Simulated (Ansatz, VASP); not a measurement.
# One calculation of W, two programs

Contents of INCAR:

```
SYSTEM = W
ALGO = Fast ; EDIFF = 1E-7
ENCUT = 520 ; GGA = PE
ISIF = 2 ; ISMEAR = 0
LASPH = .TRUE. ; LCHARG = .FALSE.
LREAL = .FALSE. ; LWAVE = .FALSE.
NBANDS = 13 ; NELM = 80
PREC = Accurate ; SIGMA = 0.15
```

File KPOINTS:

```
k-points
0
G
  20 20 20
  0 0 0
```

POSCAR

```
W
1.0
   -1.5973000000      1.6421841300      1.6421841300
    1.5973000000     -1.5524158700      1.5524158700
    1.5973000000      1.5524158700     -1.5524158700
W
1
Direct
    0.0000000000      0.0000000000      0.0000000000
```

Input for Ansatz:

```yaml
crystal:
  lattice:
    - [-1.5973, 1.64218413, 1.64218413]
    - [1.5973, -1.55241587, 1.55241587]
    - [1.5973, 1.55241587, -1.55241587]
  atoms:
    - { symbol: W, position: [0.0, 0.0, 0.0] }
basis:
  ecutwfc: 420
kpoints:
  mp_grid: { grid: [20, 20, 20] }
hamiltonian:
  xc: pbe
scf:
  occupations: { method: gaussian, width: 0.15 }
output:
  forces: true
  stress: true
  eigenvalues: true
```

Change from the starting cell: strain +0.0562 x Voigt [0, 0, 0, 1, 0, 0], atoms carried along.

Alike in both runs: task single point; functional PBE; k mesh 20 × 20 × 20; occupations gaussian, width 0.15 eV; no spin polarisation.

|  | VASP | Ansatz |
| --- | --- | --- |
| version | VASP 6.6.1 | Ansatz 0.2.0 |
| potentials or method | VASP PAW PBE potentials, release 64 (W_sv), cutoff 520 eV | scalar-relativistic, plane waves, PAW |
| valence electrons in the cell | 14 | 14 |

|  | VASP | Ansatz | Ansatz less VASP |
| --- | --- | --- | --- |
| gap on the k mesh at the Fermi level (eV) | none | none | - |
| pressure (GPa) | -1.8 | -2.3 | -0.48 |
| traceless stress, the component that is largest in VASP (GPa) | -8.10 | -7.98 | +0.119 |

A gap of «none» marks a metal or a gap that the smearing closes. With one functional, cell and mesh, what is left measures potentials, basis and numerics.

Neither program's run includes spin-orbit coupling.
